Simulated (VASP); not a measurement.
# Cu2H3 (R32) in VASP: further runs, part 2 of 3

VASP 6.6.1.

## Step 3: Single point, PBE

This run uses another cell than the first one, of 8.57 Å³/atom.

File INCAR:

```
SYSTEM = Cu2H3
PREC     = Accurate       ! precision mode
ENCUT    = 520            ! plane-wave cutoff, eV
EDIFF    = 1E-7           ! SCF threshold, eV
ISMEAR   = 0              ! smearing method
SIGMA    = 0.1            ! smearing width, eV
LREAL    = .FALSE.        ! projectors in reciprocal space
LASPH    = .TRUE.         ! aspherical terms in the spheres
NELM     = 100            ! most SCF steps
ALGO     = Normal         ! electronic algorithm
ISIF     = 2              ! what is computed and relaxed
LWAVE    = .FALSE.        ! write WAVECAR
LCHARG   = .FALSE.        ! write CHGCAR
GGA      = PE             ! functional
NBANDS   = 20             ! bands
```

File KPOINTS:

```
regular mesh
0
G
  6 6 6
  0 0 0
```

File POSCAR:

```
Cu2H3
1.0
    2.4835747900      1.4338925700      2.0055742700
   -2.4835747900      1.4338925700      2.0055742700
    0.0000000000     -2.8677851400      2.0055742700
Cu H
2 3
Direct
    0.2599999900      0.2599999900      0.2599999900
    0.7400000100      0.7400000100      0.7400000100
    0.0000000000      0.2500000000      0.7500000000
    0.7500000000      0.0000000000      0.2500000000
    0.2500000000      0.7500000000      0.0000000000
```

Potentials or basis: VASP PAW PBE potentials, release 64 (Cu, H).

The run is started by

```console
$ cat potpaw_PBE.64/Cu/POTCAR potpaw_PBE.64/H/POTCAR > POTCAR
$ mpirun -np 1 vasp_std > vasp.out
```

OUTCAR:

```text
SYSTEM = Cu2H3
   PREC = Accurate
   ENCUT = 520
   EDIFF = 1E-7
   ISMEAR = 0
   LREAL = .FALSE.
   LASPH = .TRUE.
   NELM = 100
   ISIF = 2
   GGA = PE

 ion  position               nearest neighbor table
   1  0.260  0.260  0.260-
   2  0.740  0.740  0.740-
   3  0.000  0.250  0.750-
   4  0.750  0.000  0.250-
   5  0.250  0.750  0.000-

  LATTYP: Found a trigonal (rhomboedric) cell.
 ALAT       =     3.4995027878
 COS(alpha) =    -0.0073300541

  Lattice vectors:

 A1 = (   2.4835747900,   1.4338925700,   2.0055742700)
 A2 = (  -2.4835747900,   1.4338925700,   2.0055742700)
 A3 = (   0.0000000000,  -2.8677851400,   2.0055742700)

Analysis of symmetry for initial positions (statically):
=====================================================================
 Subroutine PRICEL returns:
 Original cell was already a primitive cell.

 Routine SETGRP: Setting up the symmetry group for a
 trigonal (rhombohedral) supercell.

 Subroutine GETGRP returns: Found  6 space group operations
 (whereof  6 operations were pure point group operations)
 out of a pool of 12 trial point group operations.

The static configuration has the point symmetry D_3 .

Analysis of symmetry for dynamics (positions and initial velocities):
=====================================================================
 Subroutine PRICEL returns:
 Original cell was already a primitive cell.

 Routine SETGRP: Setting up the symmetry group for a
 trigonal (rhombohedral) supercell.

 Subroutine GETGRP returns: Found  6 space group operations
 (whereof  6 operations were pure point group operations)
 out of a pool of 12 trial point group operations.

The dynamic configuration has the point symmetry D_3 .

 Subroutine INISYM returns: Found  6 space group operations
 (whereof  6 operations are pure point group operations),
 and found     1 'primitive' translations

----------------------------------------------------------------------------------------

                                     Primitive cell

  volume of cell :      42.8533

  direct lattice vectors                    reciprocal lattice vectors
     2.483574790  1.433892570  2.005574270     0.201322707  0.116233719  0.166203435
    -2.483574790  1.433892570  2.005574270    -0.201322707  0.116233719  0.166203435
     0.000000000 -2.867785140  2.005574270     0.000000000 -0.232467439  0.166203435

  length of vectors
     3.499502792  3.499502792  3.499502788     0.285770348  0.285770348  0.285770348

  position of ions in fractional coordinates (direct lattice)
     0.259999990  0.259999990  0.259999990
     0.740000010  0.740000010  0.740000010
     0.000000000  0.250000000  0.750000000
     0.750000000  0.000000000  0.250000000
     0.250000000  0.750000000  0.000000000

  ion indices of the primitive-cell ions
   primitive index   ion index
                 1           1
                 2           2
                 3           3
                 4           4
                 5           5

----------------------------------------------------------------------------------------

 KPOINTS: regular mesh

Automatic generation of k-mesh.
 Grid dimensions read from file:
 generate k-points for:    6    6    6

 Generating k-lattice:

  Cartesian coordinates                     Fractional coordinates (reciprocal lattice)
     0.033553785  0.019372287  0.027700573     0.166666667  0.000000000  0.000000000
    -0.033553785  0.019372287  0.027700573     0.000000000  0.166666667  0.000000000
     0.000000000 -0.038744573  0.027700573     0.000000000  0.000000000  0.166666667

  Length of vectors
     0.047628391  0.047628391  0.047628391

  Shift w.r.t. Gamma in fractional coordinates (k-lattice)
     0.000000000  0.000000000  0.000000000

 Subroutine IBZKPT returns following result:
 ===========================================

 Found     32 irreducible k-points:

 Following reciprocal coordinates:
            Coordinates               Weight
  0.000000  0.000000  0.000000      1.000000
  0.166667  0.000000  0.000000      6.000000
  0.333333  0.000000  0.000000      6.000000
  0.500000  0.000000  0.000000      3.000000
  0.166667  0.166667  0.000000      6.000000
  0.333333  0.166667  0.000000     12.000000
[... 16 lines left out ...]
  0.500000  0.500000  0.166667      6.000000
 -0.333333  0.500000  0.166667     12.000000
 [... further k-points ...]
   k-points           NKPTS =     32   k-points in BZ     NKDIM =     32   number of bands    NBANDS=     20
   number of dos      NEDOS =    301   number of ions     NIONS =      5
   total plane-waves  NPLWV =  21952
   dimension x,y,z NGX =    28 NGY =   28 NGZ =   28
   dimension x,y,z NGXF=    56 NGYF=   56 NGZF=   56
   ions per type =               2   3
   NGX,Y,Z   is equivalent  to a cutoff of  13.30, 13.30, 13.30 a.u.
   NGXF,Y,Z  is equivalent  to a cutoff of  26.60, 26.60, 26.60 a.u.
 SYSTEM =  Cu2H3
   PREC   = accura    normal or accurate (medium, high low for compatibility)
   ISTART =      0    job   : 0-new  1-cont  2-samecut
   ICHARG =      2    charge: 1-file 2-atom 10-const
   ISPIN  =      1    spin polarized calculation?
   LNONCOLLINEAR =      F non collinear calculations
   LSORBIT =      F    spin-orbit coupling
   LASPH  =      T    aspherical Exc in radial PAW
   ENCUT  =  520.0 eV  38.22 Ry    6.18 a.u.   6.51  6.51  6.51*2*pi/ulx,y,z
   NELM   =    100;   NELMIN=  2; NELMDL= -5     # of ELM steps
   EDIFF  = 0.1E-06   stopping-criterion for ELM
   LREAL  =      F    real-space projection
   EDIFFG = 0.1E-05   stopping-criterion for IOM
   NSW    =      0    number of steps for IOM
   IBRION =     -1    ionic relax: 0-MD 1-quasi-New 2-CG
   NFREE  =      0    steps in history (QN), initial steepest desc. (CG)
   ISIF   =      2    stress and relaxation
   ISYM   =      2    0-nonsym 1-usesym 2-fastsym
   POTIM  = 0.5000    time-step for ionic-motion
   TEBEG  =    0.0;   TEEND  =   0.0 temperature during run
   PSTRESS=    0.0 pullay stress
   NELECT =      25.0000    total number of electrons
   NUPDOWN=      -1.0000    fix difference up-down
   EMIN   =  10.00;   EMAX   =-10.00  energy-range for DOS
   EFERMI =   0.00;   METHOD = LEGACY
   ISMEAR =     0;   SIGMA  =   0.10  broadening in eV -4-tet -1-fermi 0-gaus
   EFERMI_NEDOS =   21; number of points for ismear=-14 and -15
   IALGO  =     38    algorithm
   IMIX   =      4    mixing-type and parameters
     AMIX     =   0.40;   BMIX     =  1.00
     AMIX_MAG =   1.60;   BMIX_MAG =  1.00
  volume/ion in A,a.u.               =       8.57        57.84
  Fermi-wavevector in a.u.,A,eV,Ry     =   1.367918  2.584991 25.459235  1.871201
  Thomas-Fermi vector in A             =   2.493929
   LORBIT       =      0    0 simple, 1 ext, 2 COOP (PROOUT), +10 PAW based schemes
   GGA     = PE    functional components
   LHFCALC =     F    Hartree Fock is set to
   AEXX    =    0.0000 exact exchange contribution
   IVDW    =     0    specifies the selected vdW correction
   LEPSILON=     F    determine dielectric tensor
   LRPA    =     F    only Hartree local field effects (RPA)
 non-spin polarized calculation
 Gauss-broadening in eV      SIGMA  =   0.10
  energy-cutoff  :      520.00
  volume of cell :       42.85
 maximum number of plane-waves:      1177
 NGX is ok and might be reduce to    28
   NGX = 13   NGY = 13   NGZ = 13

 number of electron      24.9999991 magnetization

 Free energy of the ion-electron system (eV)
  ---------------------------------------------------
  ext. energy  EPLUGINS =         0.00000000
  ---------------------------------------------------
  free energy    TOTEN  =       -14.74421618 eV

  energy without entropy =      -14.73569889  energy(sigma->0) =      -14.73995753

 E-fermi :   4.1348     XC(G=0): -10.7526

 val. band max:        4.1000028990   @ k =   0.3333   0.3333   0.0000
 cond. band min:       4.1373722700   @ k =  -0.1667   0.1667   0.1667
 fundamental gap:      0.0373693710
 Fermi energy:         4.1348355166

 k-point     1 :       0.0000    0.0000    0.0000
  band No.  band energies     occupation
      1      -6.1559      2.00000
      2      -0.7092      2.00000
      3      -0.7092      2.00000
      4       0.9953      2.00000
      5       1.0550      2.00000
      6       1.0550      2.00000
[... 541 lines left out ...]
     19      15.9349      0.00000
     20      16.8415      0.00000

 [... further k-points ...]

------------------------ aborting loop because EDIFF is reached ----------------------------------------

  FORCE on cell =-STRESS in cart. coord.  units (eV):
  Direction    XX          YY          ZZ          XY          YZ          ZX
  --------------------------------------------------------------------------------------
  -------------------------------------------------------------------------------------
  Total       -4.6786538     -4.6786537     -0.8957296      0.0000000      0.0000000      0.0000000
  in kB     -174.9232882   -174.9232873    -33.4891152      0.0000000      0.0000000      0.0000000
  external PRESSURE =    -127.7785636 kB  Pullay stress =       0.0000000 kB

 VOLUME and BASIS-vectors are now :
 -----------------------------------------------------------------------------
  energy-cutoff  :      520.00
  volume of cell :       42.85
      direct lattice vectors                 reciprocal lattice vectors
     2.483574790  1.433892570  2.005574270     0.201322707  0.116233719  0.166203435
    -2.483574790  1.433892570  2.005574270    -0.201322707  0.116233719  0.166203435
     0.000000000 -2.867785140  2.005574270     0.000000000 -0.232467439  0.166203435

 POSITION                                       TOTAL-FORCE (eV/Angst)
 -----------------------------------------------------------------------------------
      0.00000      0.00000      1.56435         0.000000      0.000000     -0.734509
      0.00000      0.00000      4.45237         0.000000      0.000000      0.734509
     -0.62089     -1.79237      2.00557        -0.243344      0.421484     -0.000000
      1.86268      0.35847      2.00557        -0.243344     -0.421484     -0.000000
     -1.24179      1.43389      2.00557         0.486687     -0.000000     -0.000000
 -----------------------------------------------------------------------------------
    total drift:                                0.000000     -0.000000      0.000000

  FREE ENERGIE OF THE ION-ELECTRON SYSTEM (eV)
  ---------------------------------------------------
  free  energy   TOTEN  =       -14.7442161768 eV

  energy  without entropy=      -14.7356988904  energy(sigma->0) =      -14.73995753
```

It took 24 s on 1 thread of Intel Xeon Platinum 8488C (Sapphire Rapids), shared host; peak memory 0.16 GiB.

Results:

```
Free energy            : -14.7442 eV
Pressure               : -12.8 GPa
Largest force          : 0.735 eV/Å
Band gap on the k mesh : zero (an odd number of electrons rules out a gap without spin polarisation)
```

Forces on the atoms (eV/Å):
```
Cu   0.000  0.000 -0.735
Cu   0.000  0.000  0.735
H   -0.243  0.421  0.000
H   -0.243 -0.421  0.000
H    0.487  0.000  0.000
```

Stress tensor (GPa, compression positive):
```
-17.49   0.00   0.00
  0.00 -17.49   0.00
  0.00   0.00  -3.35
```

Caveat: the stress differs along the axes, from -17 to -3 GPa.

## Step 4: Relaxation of cell and atoms, PBE

This run uses another cell than the first one, of 8.57 Å³/atom.

File INCAR:

```
ALGO = Normal ; EDIFF = 1E-6
EDIFFG = -0.04 ; ENCUT = 600
GGA = PE ; IBRION = 2
ISIF = 3 ; ISMEAR = 0
LASPH = True ; LCHARG = False
LREAL = False ; LWAVE = False
NELM = 100 ; NSW = 90
PREC = Accurate ; SIGMA = 0.1
```

File KPOINTS:

```
k-points
0
Gamma
  6 6 6
```

POSCAR is that of step 3.

Potentials or basis: VASP PAW PBE potentials, release 64 (Cu, H).

The run is started by

```console
$ cat potpaw_PBE.64/Cu/POTCAR potpaw_PBE.64/H/POTCAR > POTCAR
$ mpirun -np 1 vasp_std > vasp.out
```

OUTCAR:

```text
EDIFF = 1E-6
   EDIFFG = -0.04
   ENCUT = 600
   GGA = PE
   IBRION = 2
   ISIF = 3
   ISMEAR = 0
   LASPH = True
   LREAL = False
   NELM = 100
   NSW = 90
   PREC = Accurate

 ion  position               nearest neighbor table
   1  0.260  0.260  0.260-
   2  0.740  0.740  0.740-
   3  0.000  0.250  0.750-
   4  0.750  0.000  0.250-
   5  0.250  0.750  0.000-

  LATTYP: Found a trigonal (rhomboedric) cell.
 ALAT       =     3.4995027878
 COS(alpha) =    -0.0073300541

  Lattice vectors:

 A1 = (   2.4835747900,   1.4338925700,   2.0055742700)
 A2 = (  -2.4835747900,   1.4338925700,   2.0055742700)
 A3 = (   0.0000000000,  -2.8677851400,   2.0055742700)

Analysis of symmetry for initial positions (statically):
=====================================================================
 Subroutine PRICEL returns:
 Original cell was already a primitive cell.

 Routine SETGRP: Setting up the symmetry group for a
 trigonal (rhombohedral) supercell.

 Subroutine GETGRP returns: Found  6 space group operations
 (whereof  6 operations were pure point group operations)
 out of a pool of 12 trial point group operations.

The static configuration has the point symmetry D_3 .

Analysis of symmetry for dynamics (positions and initial velocities):
=====================================================================
 Subroutine PRICEL returns:
 Original cell was already a primitive cell.
[... 161 lines left out ...]
  free energy    TOTEN  =       -14.74472129 eV

  energy without entropy =      -14.73620720  energy(sigma->0) =      -14.74046424

 E-fermi :   4.1342     XC(G=0): -10.7527

 val. band max:        4.0995113065   @ k =   0.3333   0.3333   0.0000
 cond. band min:       4.1366895134   @ k =  -0.1667   0.1667   0.1667
 fundamental gap:      0.0371782069
 Fermi energy:         4.1342202878

 k-point     1 :       0.0000    0.0000    0.0000
  band No.  band energies     occupation
      1      -6.1564      2.00000
      2      -0.7098      2.00000
      3      -0.7098      2.00000
      4       0.9946      2.00000
      5       1.0543      2.00000
      6       1.0543      2.00000
[... 557 lines left out ...]
  FREE ENERGIE OF THE ION-ELECTRON SYSTEM (eV)
  ---------------------------------------------------
  free  energy   TOTEN  =       -15.3846131760 eV

  energy  without entropy=      -15.3819470423  energy(sigma->0) =      -15.38328011

[... ionic steps 4 to 11 ...]

--------------------------------------- Ionic step       12  -------------------------------------------

 number of electron      24.9999984 magnetization

------------------------ aborting loop because EDIFF is reached ----------------------------------------
[... 73 lines left out ...]
--------------------------------------- Ionic step       14  -------------------------------------------

 number of electron      24.9999999 magnetization

 Free energy of the ion-electron system (eV)
  ---------------------------------------------------
  ext. energy  EPLUGINS =         0.00000000
  ---------------------------------------------------
  free energy    TOTEN  =       -16.01417364 eV

  energy without entropy =      -16.00812952  energy(sigma->0) =      -16.01115158

 E-fermi :   4.9109     XC(G=0): -11.1878

 val. band max:        4.8556455067   @ k =  -0.1667   0.1667   0.0000
 cond. band min:       4.9753183389   @ k =  -0.1667   0.5000   0.1667
 fundamental gap:      0.1196728322
 Fermi energy:         4.9109051895

 k-point     1 :       0.0000    0.0000    0.0000
  band No.  band energies     occupation
      1      -6.0827      2.00000
      2      -0.7144      2.00000
      3      -0.7144      2.00000
      4       1.3629      2.00000
      5       1.5385      2.00000
      6       1.5385      2.00000
[... 479 lines left out ...]
  FREE ENERGIE OF THE ION-ELECTRON SYSTEM (eV)
  ---------------------------------------------------
  free  energy   TOTEN  =       -16.0141736431 eV

  energy  without entropy=      -16.0081295232  energy(sigma->0) =      -16.01115158

 reached required accuracy - stopping structural energy minimisation
```

CONTCAR:

```text
Cu2H3
   1.00000000000000
     2.2190533943123887    1.2811710723120973    2.2332847006480865
    -2.2190533943123887    1.2811710723120973    2.2332847006480865
     0.0000000000000000   -2.5623421446241945    2.2332847006480865
  Cu              H
     2     3
Direct
     0.1922623941173793    0.1922623941173793    0.1922623941173793
     0.8077376058826207    0.8077376058826207    0.8077376058826207
     0.9999999999962779    0.3179055900676719    0.6820944099360500
     0.6820944099323281    0.0000000000037221    0.3179055900639498
     0.3179055900713940    0.6820944099286060    0.0000000000000000

  0.00000000E+00  0.00000000E+00  0.00000000E+00
  0.00000000E+00  0.00000000E+00  0.00000000E+00
  0.00000000E+00  0.00000000E+00  0.00000000E+00
  0.00000000E+00  0.00000000E+00  0.00000000E+00
  0.00000000E+00  0.00000000E+00  0.00000000E+00
```

Run time: 2.9 min. Hardware: 1 thread of Intel Xeon Platinum 8488C (Sapphire Rapids), shared host; peak memory 0.17 GiB.

Results:

* Free energy: -16.0142 eV
* Relaxed volume: 7.62 Å³/atom
* Relaxed cell: a = 3.399 Å, b = 3.399 Å, c = 3.399 Å, α = 81.51°, β = 81.51°, γ = 81.51°
* Space group after relaxing (to 0.1 Å): R32 (No. 155)
* Energy gained by relaxing: 253.9 meV/atom
* Ionic steps: 14
* Pressure after relaxing: -0.5 GPa
* Largest force after relaxing: 0.012 eV/Å
* Band gap on the k mesh: zero (an odd number of electrons rules out a gap without spin polarisation)

Forces on the atoms (eV/Å):
```
Cu   0.000  0.000  0.012
Cu   0.000  0.000 -0.012
H    0.002 -0.004  0.000
H    0.002  0.004  0.000
H   -0.005  0.000  0.000
```

Step by step:
| step | energy change (eV) | largest force (eV/Å) | pressure (GPa) | volume (Å³) |
| --- | --- | --- | --- | --- |
| 1 | 0.0000 | 0.7346 | -12.57 | 42.85 |
| 2 | -0.4334 | 0.5726 | -6.43 | 38.80 |
| 3 | -0.6399 | 0.5298 | 3.65 | 35.21 |
| 4 | -0.6482 | 0.5094 | 8.11 | 34.15 |
| 5 | -0.8582 | 0.4038 | 8.57 | 34.33 |
| 6 | -0.9539 | 0.2684 | 13.04 | 34.38 |
| 7 | -1.0192 | 0.3153 | 11.04 | 34.44 |
| 8 | -1.1514 | 0.2316 | -2.86 | 38.81 |
| 9 | -1.1544 | 0.2435 | -1.19 | 38.16 |
| 10 | -1.1913 | 0.2698 | -1.23 | 38.12 |
| 11 | -1.2406 | 0.2266 | -0.79 | 37.93 |
| 12 | -1.2577 | 0.0419 | 1.29 | 37.36 |
| 13 | -1.2579 | 0.0179 | 1.55 | 37.30 |
| 14 | -1.2695 | 0.0121 | -0.53 | 38.10 |

Final structure:
```cif
data_structure
_symmetry_space_group_name_H-M 'P 1'
_symmetry_Int_Tables_number 1
_cell_length_a 3.3990
_cell_length_b 3.3990
_cell_length_c 3.3990
_cell_angle_alpha 81.515
_cell_angle_beta 81.515
_cell_angle_gamma 81.515
_cell_volume 38.10
loop_
_atom_site_label
_atom_site_type_symbol
_atom_site_fract_x
_atom_site_fract_y
_atom_site_fract_z
_atom_site_occupancy
Cu1 Cu 0.19226 0.19226 0.19226 1
Cu2 Cu 0.80774 0.80774 0.80774 1
H1 H 0.00000 0.31791 0.68209 1
H2 H 0.68209 0.00000 0.31791 1
H3 H 0.31791 0.68209 0.00000 1
```

(Continued in part 3 of 3.)

The gap in the log of VASP goes by the Fermi energy; the results here count the filled bands.